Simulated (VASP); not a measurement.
Write the native input for VASP 6.6.1 that does the following.

```
Task                               : single point
Functional                         : HSE06
Potentials or basis                : VASP PAW PBE potentials, release 64 (Be, Te)
Cutoff                             : 520 eV
k mesh                             : 6 × 6 × 2
Occupations                        : gaussian, width 0.01 eV
Spin                               : no spin polarisation
Dipole correction                  : no
Grid for exact exchange (PRECFOCK) : Normal
Further INCAR settings             : ALGO = Normal; EDIFF = 1e-07; NBANDS = 16
Screening parameter                : 0.2079 1/Å
```

BeTe:

```
Be Te
1.0
     4.10623    0.00000    0.00000
    -2.05311    3.49082    0.00000
     0.00000    0.00000    8.14405
Be Te
2 2
Direct
  0.33441 0.66882 0.25000
  0.66559 0.33118 0.75000
  0.66963 0.33926 0.25000
  0.33037 0.66074 0.75000
```

This cell differs from its parent crystal: uniaxial x strain +1.9%.

The input as run:

POSCAR

```
BeTe
1.0
    4.1062296832      0.0000000000      0.0000000000
   -2.0531148416      3.4908208692      0.0000000000
    0.0000000000      0.0000000000      8.1440451829
Be Te
2 2
Direct
    0.3344102900      0.6688205801      0.2500000000
    0.6655897100      0.3311794199      0.7500000000
    0.6696276215      0.3392552429      0.2500000000
    0.3303723785      0.6607447571      0.7500000000
```

INCAR.step1

```
PREC = Accurate
ENCUT = 520
EDIFF = 1E-5
ISMEAR = 0
SIGMA = 0.01
LREAL = F
LASPH = T
NELM = 100
ALGO = Normal
ISIF = 2
LWAVE = T
LCHARG = F
NBANDS = 16
GGA = PE
```

INCAR.step2

```
PREC = Accurate
ENCUT = 520
EDIFF = 1E-7
ISMEAR = 0
SIGMA = 0.01
LREAL = F
LASPH = T
NELM = 100
ALGO = Normal
ISIF = 2
LWAVE = F
LCHARG = F
GGA = PE
LHFCALC = T
HFSCREEN = 0.2079
PRECFOCK = Normal
NBANDS = 16
ISTART = 1
```

KPOINTS

```
Automatic mesh
0
Gamma
  6 6 2
```

Potentials or basis: VASP PAW PBE potentials, release 64 (Be, Te).

Run with:

```bash
$ cat potpaw_PBE.64/Be/POTCAR potpaw_PBE.64/Te/POTCAR > POTCAR
$ cp INCAR.step1 INCAR
$ mpirun -np 1 vasp_std > vasp.out
$ cp INCAR.step2 INCAR
$ mpirun -np 1 vasp_std > vasp.out
```

Results of the run:

- Pressure: -1.5 GPa
- Largest force: 0.005 eV/Å
- Band gap on the k mesh: 3.55 eV, indirect (least direct gap 3.64 eV)

Caveat: the cell differs from its parent crystal (uniaxial x strain +1.9%); the PAW data sets were made with another functional, which shifts forces and pressure a little; spin-orbit coupling is left out, which moves the levels of the heavy elements.

It took 64 min on 1 thread of Intel(R) Xeon(R) Platinum 8259CL CPU @ 2.50GHz (Skylake/Cascade Lake) (shared host), peak memory 0.4 GiB.
